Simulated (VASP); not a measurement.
# BP (F-43m) in VASP: further runs

Aim: see how the results for BP move with the level of theory and the settings. Levels: revPBE+D3(BJ), revPBE+D4, PBEsol, RPBE. Tasks: single point.

Program: VASP 6.6.1. These are calculated values, not measurements. Logs are shortened: lines on timing, memory, paths and dates and some standing lists are left out, and cuts for length are marked.

## (1) The cell of the first run

It takes space group F-43m (No. 216, cubic). The conventional cell has a = 4.485 Å, b = 4.485 Å, c = 4.485 Å, α = 90.00°, β = 90.00°, γ = 90.00°. P (site symmetry -43m) has 4 B at 1.94 Å within 2.6 Å. Within 2.6 Å of B (site symmetry -43m) lie 4 P at 1.94 Å.

## (2) Single point, revPBE+D3(BJ)

INCAR

```
PREC = Accurate ; ENCUT = 520
EDIFF = 1E-7 ; ISMEAR = -1
SIGMA = 0.05 ; LREAL = False
LASPH = True ; NELM = 60
ALGO = Normal ; ISIF = 2
LWAVE = False ; LCHARG = False
GGA = RE ; IVDW = 12
NBANDS = 11
```

KPOINTS

```
Automatic mesh
0
Gamma
  10 10 10
```

POSCAR

```
BP
1.0
    0.0000000000      2.2424247637      2.2424247637
    2.2424247637      0.0000000000      2.2424247637
    2.2424247637      2.2424247637      0.0000000000
P B
1 1
Direct
    0.7500000000      0.7500000000      0.7500000000
    0.0000000000      0.0000000000      0.0000000000
```

Potentials or basis: VASP PAW PBE potentials, release 64 (P, B).

Command:

```
cat potpaw_PBE.64/P/POTCAR potpaw_PBE.64/B/POTCAR > POTCAR
mpirun -np 1 vasp_std > vasp.out
```

OUTCAR:

```text
PREC = Accurate
   ENCUT = 520
   EDIFF = 1E-7
   ISMEAR = -1
   LREAL = False
   LASPH = True
   NELM = 60
   ISIF = 2
   GGA = RE
   IVDW = 12
 IVDW          = 12

 ion  position               nearest neighbor table
   1  0.750  0.750  0.750-   2 1.94   2 1.94   2 1.94   2 1.94
   2  0.000  0.000  0.000-   1 1.94   1 1.94   1 1.94   1 1.94

  LATTYP: Found a face centered cubic cell.
 ALAT       =     4.4848495274

  Lattice vectors:

 A1 = (   0.0000000000,   2.2424247637,   2.2424247637)
 A2 = (   2.2424247637,   0.0000000000,   2.2424247637)
 A3 = (   2.2424247637,   2.2424247637,   0.0000000000)

Analysis of symmetry for initial positions (statically):
=====================================================================
 Subroutine PRICEL returns:
 Original cell was already a primitive cell.

 Routine SETGRP: Setting up the symmetry group for a
 face centered cubic supercell.

 Subroutine GETGRP returns: Found 24 space group operations
 (whereof 24 operations were pure point group operations)
 out of a pool of 48 trial point group operations.

The static configuration has the point symmetry T_d .

Analysis of symmetry for dynamics (positions and initial velocities):
=====================================================================
 Subroutine PRICEL returns:
 Original cell was already a primitive cell.

 Routine SETGRP: Setting up the symmetry group for a
 face centered cubic supercell.

 Subroutine GETGRP returns: Found 24 space group operations
 (whereof 24 operations were pure point group operations)
 out of a pool of 48 trial point group operations.

The dynamic configuration has the point symmetry T_d .

 Subroutine INISYM returns: Found 24 space group operations
 (whereof 24 operations are pure point group operations),
 and found     1 'primitive' translations

----------------------------------------------------------------------------------------

                                     Primitive cell

  volume of cell :      22.5519

  direct lattice vectors                    reciprocal lattice vectors
     0.000000000  2.242424764  2.242424764    -0.222972921  0.222972921  0.222972921
     2.242424764  0.000000000  2.242424764     0.222972921 -0.222972921  0.222972921
     2.242424764  2.242424764  0.000000000     0.222972921  0.222972921 -0.222972921

  length of vectors
     3.171267513  3.171267513  3.171267513     0.386200428  0.386200428  0.386200428

  position of ions in fractional coordinates (direct lattice)
     0.750000000  0.750000000  0.750000000
     0.000000000  0.000000000  0.000000000

  ion indices of the primitive-cell ions
   primitive index   ion index
                 1           1
                 2           2

----------------------------------------------------------------------------------------

 KPOINTS: Automatic mesh

Automatic generation of k-mesh.
 Grid dimensions read from file:
 generate k-points for:   10   10   10

 Generating k-lattice:

  Cartesian coordinates                     Fractional coordinates (reciprocal lattice)
    -0.022297292  0.022297292  0.022297292     0.100000000  0.000000000  0.000000000
     0.022297292 -0.022297292  0.022297292     0.000000000  0.100000000  0.000000000
     0.022297292  0.022297292 -0.022297292     0.000000000  0.000000000  0.100000000

  Length of vectors
     0.038620043  0.038620043  0.038620043

  Shift w.r.t. Gamma in fractional coordinates (k-lattice)
     0.000000000  0.000000000  0.000000000

 Subroutine IBZKPT returns following result:
 ===========================================

 Found     47 irreducible k-points:

 Following reciprocal coordinates:
            Coordinates               Weight
  0.000000  0.000000  0.000000      1.000000
  0.100000  0.000000  0.000000      8.000000
  0.200000  0.000000  0.000000      8.000000
  0.300000  0.000000  0.000000      8.000000
  0.400000  0.000000  0.000000      8.000000
  0.500000  0.000000  0.000000      4.000000
[... 16 lines left out ...]
  0.300000  0.300000  0.000000      6.000000
  0.400000  0.300000  0.000000     24.000000
 [... further k-points ...]
   k-points           NKPTS =     47   k-points in BZ     NKDIM =     47   number of bands    NBANDS=     11
   number of dos      NEDOS =    301   number of ions     NIONS =      2
   total plane-waves  NPLWV =  13824
   dimension x,y,z NGX =    24 NGY =   24 NGZ =   24
   dimension x,y,z NGXF=    48 NGYF=   48 NGZF=   48
   ions per type =               1   1
   NGX,Y,Z   is equivalent  to a cutoff of  12.58, 12.58, 12.58 a.u.
   NGXF,Y,Z  is equivalent  to a cutoff of  25.16, 25.16, 25.16 a.u.
 SYSTEM =  unknown system
   PREC   = accura    normal or accurate (medium, high low for compatibility)
   ISTART =      0    job   : 0-new  1-cont  2-samecut
   ICHARG =      2    charge: 1-file 2-atom 10-const
   ISPIN  =      1    spin polarized calculation?
   LNONCOLLINEAR =      F non collinear calculations
   LSORBIT =      F    spin-orbit coupling
   LASPH  =      T    aspherical Exc in radial PAW
   ENCUT  =  520.0 eV  38.22 Ry    6.18 a.u.   5.90  5.90  5.90*2*pi/ulx,y,z
   NELM   =     60;   NELMIN=  2; NELMDL= -5     # of ELM steps
   EDIFF  = 0.1E-06   stopping-criterion for ELM
   LREAL  =      F    real-space projection
   EDIFFG = 0.1E-05   stopping-criterion for IOM
   NSW    =      0    number of steps for IOM
   IBRION =     -1    ionic relax: 0-MD 1-quasi-New 2-CG
   NFREE  =      0    steps in history (QN), initial steepest desc. (CG)
   ISIF   =      2    stress and relaxation
   ISYM   =      2    0-nonsym 1-usesym 2-fastsym
   POTIM  = 0.5000    time-step for ionic-motion
   TEBEG  =    0.0;   TEEND  =   0.0 temperature during run
   PSTRESS=    0.0 pullay stress
   NELECT =       8.0000    total number of electrons
   NUPDOWN=      -1.0000    fix difference up-down
   EMIN   =  10.00;   EMAX   =-10.00  energy-range for DOS
[... 5 lines left out ...]
     AMIX     =   0.40;   BMIX     =  1.00
     AMIX_MAG =   1.60;   BMIX_MAG =  1.00
  volume/ion in A,a.u.               =      11.28        76.09
  Fermi-wavevector in a.u.,A,eV,Ry     =   1.158894  2.189992 18.273096  1.343035
  Thomas-Fermi vector in A             =   2.295492
   LORBIT       =      0    0 simple, 1 ext, 2 COOP (PROOUT), +10 PAW based schemes
   GGA     = RE    functional components
   LHFCALC =     F    Hartree Fock is set to
   AEXX    =    0.0000 exact exchange contribution
   IVDW    =    12    specifies the selected vdW correction
   LEPSILON=     F    determine dielectric tensor
   LRPA    =     F    only Hartree local field effects (RPA)
 non-spin polarized calculation
  energy-cutoff  :      520.00
  volume of cell :       22.55
 maximum number of plane-waves:       620
   NGX = 11   NGY = 11   NGZ = 11

 number of electron       8.0000001 magnetization

 Free energy of the ion-electron system (eV)
  ---------------------------------------------------
  ext. energy  EPLUGINS =         0.00000000
  ---------------------------------------------------
  free energy    TOTEN  =       -12.35181205 eV

  energy without entropy =      -12.35181197  energy(sigma->0) =      -12.35181201

 E-fermi :   8.5001     XC(G=0): -11.0125

 val. band max:        7.9241792072   @ k =   0.0000   0.0000   0.0000
 cond. band min:       9.1162968461   @ k =   0.4000   0.4000   0.0000
 fundamental gap:      1.1921176389
 Fermi energy:         8.5000595523

 k-point     1 :       0.0000    0.0000    0.0000
  band No.  band energies     occupation
      1      -7.8717      2.00000
      2       7.9242      1.99998
      3       7.9242      1.99998
      4       7.9242      1.99998
      5      11.3723      0.00000
      6      11.3723      0.00000
      7      11.3723      0.00000
      8      15.8716      0.00000
      9      19.7799      0.00000
     10      20.0850      0.00000
     11      20.0850      0.00000

 k-point     2 :       0.1000    0.0000    0.0000
  band No.  band energies     occupation
      1      -7.6861      2.00000
      2       6.5927      2.00000
      3       7.6195      2.00000
      4       7.6195      2.00000
      5      11.7946      0.00000
      6      11.7946      0.00000
      7      11.8511      0.00000
      8      16.3568      0.00000
      9      19.3938      0.00000
     10      19.3938      0.00000
     11      20.3687      0.00000

 k-point     3 :       0.2000    0.0000    0.0000
  band No.  band energies     occupation
      1      -7.1359      2.00000
      2       4.1951      2.00000
      3       7.0447      2.00000
      4       7.0447      2.00000
      5      12.1152      0.00000
      6      12.5285      0.00000
      7      12.5285      0.00000
      8      17.4348      0.00000
      9      18.7909      0.00000
     10      18.7909      0.00000
     11      21.2289      0.00000

 k-point     4 :       0.3000    0.0000    0.0000
  band No.  band energies     occupation
      1      -6.2500      2.00000
      2       1.7724      2.00000
      3       6.5442      2.00000
      4       6.5442      2.00000
      5      12.0588      0.00000
      6      12.8365      0.00000
      7      12.8365      0.00000
      8      18.2076      0.00000
      9      19.4155      0.00000
     10      19.4155      0.00000
     11      21.5422      0.00000

 k-point     5 :       0.4000    0.0000    0.0000
  band No.  band energies     occupation
      1      -5.1384      2.00000
      2      -0.3147      2.00000
      3       6.2280      2.00000
      4       6.2280      2.00000
      5      11.9600      0.00000
      6      12.7361      0.00000
      7      12.7361      0.00000
      8      18.2965      0.00000
      9      21.1848      0.00000
     10      21.1848      0.00000
     11      22.4960      0.00000
[... 211 lines left out ...]
 k-point    21 :      -0.3000    0.2000    0.0000
  band No.  band energies     occupation
      1      -4.9106      2.00000
      2       0.7771      2.00000
      3       3.1272      2.00000
      4       5.9491      2.00000
      5      11.8620      0.00000
      6      14.1559      0.00000
      7      15.0393      0.00000
      8      17.5729      0.00000
      9      18.3474      0.00000
     10      20.8836      0.00000
     11      25.2994      0.00000

 k-point    22 :      -0.2000    0.2000    0.0000
  band No.  band energies     occupation
      1      -5.9492      2.00000
      2       2.5796      2.00000
      3       3.6098      2.00000
      4       6.6496      2.00000
      5      12.4881      0.00000
      6      13.3305      0.00000
      7      14.4754      0.00000
      8      16.5443      0.00000
      9      17.4211      0.00000
     10      21.8524      0.00000
     11      24.2630      0.00000

 k-point    23 :       0.3000    0.3000    0.0000
  band No.  band energies     occupation
      1      -5.6903      2.00000
      2       3.0417      2.00000
      3       4.5956      2.00000
      4       4.5956      2.00000
      5       9.4252      0.00000
      6      11.8251      0.00000
      7      17.0254      0.00000
      8      17.0254      0.00000
      9      21.5053      0.00000
     10      22.3976      0.00000
     11      25.0261      0.00000

 k-point    24 :       0.4000    0.3000    0.0000
  band No.  band energies     occupation
      1      -4.8352      2.00000
      2       1.6693      2.00000
      3       3.7393      2.00000
      4       4.2932      2.00000
      5       9.7111      0.00000
      6      11.5474      0.00000
      7      17.6465      0.00000
      8      17.6812      0.00000
      9      22.4147      0.00000
     10      23.3280      0.00000
     11      25.5729      0.00000

 [... further k-points ...]

------------------------ aborting loop because EDIFF is reached ----------------------------------------

 Edisp (eV)   -1.35190

 E8    (eV) :    -0.8781

  FORCE on cell =-STRESS in cart. coord.  units (eV):
  Direction    XX          YY          ZZ          XY          YZ          ZX
  --------------------------------------------------------------------------------------
  -------------------------------------------------------------------------------------
  Total      -0.07003    -0.07003    -0.07003     0.00000     0.00000    -0.00000
  in kB      -4.97523    -4.97523    -4.97523     0.00000     0.00000    -0.00000
  external pressure =       -4.98 kB  Pullay stress =        0.00 kB

 VOLUME and BASIS-vectors are now :
 -----------------------------------------------------------------------------
  energy-cutoff  :      520.00
  volume of cell :       22.55
      direct lattice vectors                 reciprocal lattice vectors
     0.000000000  2.242424764  2.242424764    -0.222972921  0.222972921  0.222972921
     2.242424764  0.000000000  2.242424764     0.222972921 -0.222972921  0.222972921
     2.242424764  2.242424764  0.000000000     0.222972921  0.222972921 -0.222972921

 POSITION                                       TOTAL-FORCE (eV/Angst)
 -----------------------------------------------------------------------------------
      3.36364      3.36364      3.36364        -0.000000     -0.000000      0.000000
      0.00000      0.00000      0.00000         0.000000      0.000000     -0.000000
 -----------------------------------------------------------------------------------
    total drift:                               -0.000000     -0.000000     -0.000000

  FREE ENERGIE OF THE ION-ELECTRON SYSTEM (eV)
  ---------------------------------------------------
  free  energy   TOTEN  =       -13.7037091114 eV

  energy  without entropy=      -13.7037090308  energy(sigma->0) =      -13.70370907
```

Wall time 6.4 s (1 thread of AMD EPYC 9R45 (Zen 5), shared host); peak memory 0.11 GiB.

Results:

```
Free energy                : -13.7037 eV
Pressure                   : -0.5 GPa
Band gap on the k mesh     : 1.19 eV, indirect (least direct gap 3.45 eV)
Dispersion energy per atom : -0.676 eV
```

Caveat: the PAW data sets were made with another functional, which shifts forces and pressure a little. A k mesh can miss the band edges.

(Part 1 of 2 ends here.)
